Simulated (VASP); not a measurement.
**Sb: relaxation of cell and atoms with PBE**

The system is Sb.

```xyz
6
Lattice="7.3224 0.0000 0.0000 0.0000 7.3224 0.0000 0.0000 0.0000 2.9021" Properties=species:S:1:pos:R:3 pbc="T T T"
Sb    3.6612    3.6612    0.0000
Sb    0.0000    0.0000    0.0000
Sb    6.3206    4.6631    0.0000
Sb    1.0019    2.6594    0.0000
Sb    4.6631    1.0019    0.0000
Sb    2.6594    6.3206    0.0000
```

The cell was generated, and may not be a known phase.

```
Program                : VASP 6.6.1
Task                   : relaxation of cell and atoms
Functional             : PBE
Potentials or basis    : VASP PAW PBE potentials, release 64 (Sb)
Cutoff                 : 600 eV
k mesh                 : 4 × 4 × 6
Occupations            : gaussian, width 0.1 eV
Spin                   : no spin polarisation
Dipole correction      : no
Further INCAR settings : ALGO = Normal; EDIFF = 1e-07; IBRION = 2; EDIFFG = -0.04; NSW = 90; ISIF = 3
```

The relaxed volume is 32.89 Å³/atom. The relaxed cell is a = 8.010 Å, b = 8.010 Å, c = 3.075 Å, α = 90.00°, β = 90.00°, γ = 90.00° and the space group after relaxing (to 0.1 Å) is P4/mbm (No. 127). The energy gained by relaxing is 335.3 meV/atom, the ionic steps are 9 and the pressure after relaxing is 0.1 GPa. The largest force after relaxing is 0.004 eV/Å and the band gap on the k mesh is zero (bands 15 and 16 overlap by 3.57 eV).

Forces on the atoms (eV/Å):
```
Sb   0.000  0.000  0.000
Sb   0.000  0.000  0.000
Sb   0.003 -0.003  0.000
Sb  -0.003  0.003  0.000
Sb  -0.003 -0.003  0.000
Sb   0.003  0.003  0.000
```

Step by step:
| step | energy change (eV) | largest force (eV/Å) | pressure (GPa) | volume (Å³) |
| --- | --- | --- | --- | --- |
| 1 | 0.0000 | 0.1397 | 18.49 | 155.60 |
| 2 | -1.1990 | 0.4422 | -5.60 | 233.20 |
| 3 | -1.9404 | 0.3272 | -0.27 | 196.93 |
| 4 | -1.9407 | 0.3230 | -0.05 | 196.04 |
| 5 | -1.9782 | 0.2607 | 0.11 | 196.73 |
| 6 | -1.9861 | 0.2781 | 0.03 | 196.54 |
| 7 | -1.9991 | 0.2008 | 0.03 | 196.79 |
| 8 | -2.0112 | 0.0433 | 0.08 | 197.42 |
| 9 | -2.0116 | 0.0041 | 0.07 | 197.31 |

Final structure:
```
Sb
1.0
     8.00994    0.00000    0.00000
     0.00000    8.00994    0.00000
     0.00000    0.00000    3.07534
Sb
6
Cartesian
  4.0050 4.0050 0.0000
  0.0000 0.0000 0.0000
  6.9541 5.0608 0.0000
  1.0559 2.9491 0.0000
  5.0608 1.0559 0.0000
  2.9491 6.9541 0.0000
```

Levels at points of the mesh, in eV from the Fermi level:
| k point | band 12 | band 13 | band 14 | band 15 | band 16 | band 17 | band 18 | band 19 |
| --- | --- | --- | --- | --- | --- | --- | --- | --- |
| (0.00, 0.00, 0.00) | -1.40 | -1.09 | -0.05 | 1.47 | 1.47 | 2.09 | 2.09 | 3.76 |
| (0.50, 0.00, 0.00) | -2.32 | 0.18 | 0.18 | 0.94 | 0.94 | 2.70 | 2.70 | 4.21 |
| (0.50, 0.50, 0.00) | -2.16 | 0.17 | 0.17 | 0.62 | 0.62 | 3.58 | 3.58 | 4.57 |
| (0.00, 0.00, 0.50) | -2.82 | -2.66 | -2.66 | -1.59 | -0.09 | 0.98 | 0.98 | 1.01 |
| (0.50, 0.00, 0.50) | -2.75 | -2.29 | -2.29 | -1.24 | -1.24 | -0.09 | -0.09 | 2.61 |
| (0.50, 0.50, 0.50) | -2.40 | -2.15 | -2.15 | -2.10 | -2.10 | 0.24 | 0.24 | 2.54 |

Run time: 4.3 min on 1 thread of Intel(R) Xeon(R) 6975P-C (Granite Rapids) (shared host), peak memory 0.32 GiB.

Caveat: the k points lie up to 0.34 Å⁻¹ apart in the final cell, too coarse for converged energies and pressures of a metal; the volume moved by over 15 % at a fixed basis, so the end points are rough; spin-orbit coupling is left out, which moves the levels of the heavy elements.
